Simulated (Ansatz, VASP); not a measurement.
## One calculation of MnCdC4N4, two programs

```
CELL_PARAMETERS angstrom
6.26834 0.00000 0.00000
0.00000 6.26834 0.00000
0.00000 0.00000 6.26834
ATOMIC_POSITIONS crystal
Mn 0.00000 0.00000 0.00000
Cd 0.50000 0.50000 0.50000
C 0.19132 0.19132 0.19132
C 0.19132 0.80868 0.80868
C 0.80868 0.19132 0.80868
C 0.80868 0.80868 0.19132
N 0.29875 0.29875 0.29875
N 0.29875 0.70125 0.70125
N 0.70125 0.29875 0.70125
N 0.70125 0.70125 0.29875
```

Alike in both runs: functional PBE; k mesh 4 × 4 × 4; occupations gaussian, width 0.1 eV; collinear spin.

Ansatz relaxed the structure, and its values are those at the end. VASP's run is a single point on that final structure, the one shown.

```csv
,VASP,Ansatz
version,VASP 6.6.1,Ansatz 0.2.0
potentials or method,"VASP PAW PBE potentials, release 64 (Mn_pv, Cd, C, N), cutoff 520 eV","scalar-relativistic, plane waves, PAW"
valence electrons in the cell,61,71
```

|  | VASP | Ansatz | Ansatz less VASP |
| --- | --- | --- | --- |
| gap on the k mesh at the Fermi level (eV) | 2.14 | 2.14 | 0.000 |
| least direct gap on the mesh (eV) | 2.14 | 2.14 | 0.000 |
| pressure (GPa) | 0.6 | 0.1 | -0.50 |
| rms of the force components (eV/Å) | 0.182 | 0.002 | -0.1800 |
| net moment per atom (μB) | 0.50 | 0.50 | 0.000 |
| size of the moment on the site where the two differ most (μB) | 4.14 | 3.69 | -0.452 |

Site moments also hang on the region over which each program counts them. VASP's potentials hold 61 valence electrons a cell and Ansatz's 71, so a difference there can come from the potentials and not from the codes.

Noted on VASP's run: the standard files for N, O and F lose accuracy on very short bonds.
